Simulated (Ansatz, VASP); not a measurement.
## Br in VASP and in Ansatz

```
CELL_PARAMETERS angstrom
3.59251 -2.01192 0.00000
3.59251 2.01192 0.00000
0.00000 0.00000 8.53047
ATOMIC_POSITIONS crystal
Br 0.84574 0.15426 0.12006
Br 0.15426 0.84574 0.87994
Br 0.34574 0.65426 0.37994
Br 0.65426 0.34574 0.62006
```

Alike in both runs: functional PBEsol; k mesh 12 × 12 × 6; occupations gaussian, width 0.05 eV; no spin polarisation.

Ansatz relaxed the structure, and its values are those at the end. VASP's run is a single point on that final structure, the one shown.

|  | VASP | Ansatz |
| --- | --- | --- |
| version | VASP 6.6.1 | Ansatz 0.2.0 |
| potentials or method | VASP PAW PBE potentials, release 64 (Br), cutoff 520 eV | scalar-relativistic, plane waves, PAW |
| valence electrons in the cell | 28 | 28 |

VASP gave:

```
gap on the k mesh at the Fermi level (eV) : 1.21
least direct gap on the mesh (eV)         : 1.28
pressure (GPa)                            : 0.0
rms of the force components (eV/Å)        : 0.008
```

Which values does Ansatz return?

gap on the k mesh at the Fermi level (eV): 1.21; least direct gap on the mesh (eV): 1.28; pressure (GPa): 0.0; rms of the force components (eV/Å): 0.000.

VASP's potentials were made for PBE, not for PBEsol. With one functional, cell and mesh, what is left measures potentials, basis and numerics.
